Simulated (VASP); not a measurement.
TiC: single point with r2SCAN+D4

Crystal: TiC.

```
Ti C
1.0
     0.00000    2.13645    2.13645
     2.13645    0.00000    2.13645
     2.13645    2.13645    0.00000
Ti C
1 1
Cartesian
  0.0000 0.0000 0.0000
  2.1364 2.1364 2.1364
```

```
Program                : VASP 6.6.1
Task                   : single point
Functional             : r2SCAN
Dispersion             : D4
Potentials or basis    : VASP PAW PBE potentials, release 64 (Ti_sv, C)
Cutoff                 : 520 eV
k mesh                 : 11 × 11 × 11
Occupations            : fermi-dirac, width 0.05 eV
Spin                   : no spin polarisation
Dipole correction      : no
Further INCAR settings : ALGO = Normal; EDIFF = 1e-06; NBANDS = 15
```

```
Pressure                   : 10.0 GPa
Band gap on the k mesh     : zero (band 8 reaches 10.86 eV, above the bottom of band 9 at 9.50 eV)
Dispersion energy per atom : -0.107 eV
```

Levels at points of the mesh, in eV from the Fermi level:
```
           k point  band 4  band 5  band 6  band 7  band 8  band 9  band 10  band 11  band 12  band 13
(0.00, 0.00, 0.00)  -33.88  -13.48    0.81    0.81    0.81    1.64     1.64     1.64     1.73     1.73
```

Run time: 54 s on 1 thread of AMD EPYC 9R45 96-Core Processor (Zen 5) (shared host), peak memory 0.12 GiB.

Caveat: the PAW data sets were made with another functional, which shifts forces and pressure a little; pairwise dispersion overbinds metals, which lowers pressure and volume.
